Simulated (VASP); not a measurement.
## SiC: single point with BLYP+D3(BJ)

Crystal: SiC.

```
CELL_PARAMETERS angstrom
3.07569 0.00000 0.00000
-1.53785 2.66363 0.00000
0.00000 0.00000 10.07065
ATOMIC_POSITIONS crystal
Si 0.00000 0.00000 0.18789
Si 0.00000 0.00000 0.68789
Si 0.33333 0.66667 0.43784
Si 0.66667 0.33333 0.93784
C 0.00000 0.00000 0.00046
C 0.00000 0.00000 0.50046
C 0.33333 0.66667 0.24980
C 0.66667 0.33333 0.74980
```

```yaml
Program: VASP 6.6.1
Task: single point
Functional: BLYP
Dispersion: D3(BJ)
Potentials_or_basis: VASP PAW PBE potentials, release 64 (Si, C)
Cutoff: 520 eV
k_mesh: 10 × 10 × 3
Occupations: fermi-dirac, width 0.05 eV
Spin: no spin polarisation
Dipole_correction: no
Further_INCAR_settings: ALGO = Normal; EDIFF = 1e-06; NBANDS = 26
```

| Property | Result |
| --- | --- |
| Pressure | -0.9 GPa |
| Largest force | 0.019 eV/Å |
| Band gap on the k mesh | 2.54 eV (least direct gap 3.65 eV) |
| Dispersion energy per atom | -0.647 eV |

Forces on the atoms (eV/Å):
```
Si   0.000  0.000 -0.019
Si   0.000  0.000 -0.019
Si   0.000  0.000  0.006
Si   0.000  0.000  0.006
C    0.000  0.000  0.007
C    0.000  0.000  0.007
C    0.000  0.000  0.006
C    0.000  0.000  0.006
```

Stress tensor (GPa, compression positive):
```
-0.99  0.00  0.00
 0.00 -0.99  0.00
 0.00  0.00 -0.86
```

Levels at points of the mesh, in eV from the valence-band top:
```tsv
k point	band 14	band 15	band 16	band 17	band 18	band 19
(0.00, 0.00, 0.00)	-0.05	0.00	0.00	5.26	5.84	6.47
(0.50, 0.00, 0.00)	-2.19	-1.55	-1.12	2.54	2.66	4.48
```

Wall time 94 s on 1 thread of AMD EPYC 7R13, with other jobs on the host, peak memory 0.19 GiB.

Caveat: the PAW data sets were made with another functional, which shifts forces and pressure a little; an odd mesh through Γ misses points on the zone boundary, where band edges can lie.
